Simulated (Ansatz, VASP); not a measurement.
## W: VASP beside Ansatz

```
W
1.0
     0.00000    2.12054    1.68201
     2.12054    0.00000    1.68201
     2.12054    2.12054    0.00000
W
1
Direct
  0.00000 0.00000 0.00000
```

Alike in both runs: task single point; functional PBEsol; k mesh 22 × 22 × 22; occupations gaussian, width 0.15 eV; no spin polarisation.

|  | VASP | Ansatz |
| --- | --- | --- |
| version | VASP 6.6.1 | Ansatz 0.2.0 |
| potentials or method | VASP PAW PBE potentials, release 64 (W_sv), cutoff 500 eV | scalar-relativistic, plane waves, PAW |
| valence electrons in the cell | 14 | 14 |

Ansatz gave:

* gap on the k mesh at the Fermi level (eV): none
* pressure (GPa): 14.9
* traceless stress, the component that is largest in VASP (GPa): -21.92

Problem. Estimate VASP's values.

Solution. gap on the k mesh at the Fermi level (eV): none; pressure (GPa): 15.6; traceless stress, the component that is largest in VASP (GPa): -21.90.

VASP's potentials were made for PBE, not for PBEsol, and Ansatz warns of the same on its side. A gap of «none» marks a metal or a gap that the smearing closes.

Spin-orbit coupling is off throughout.
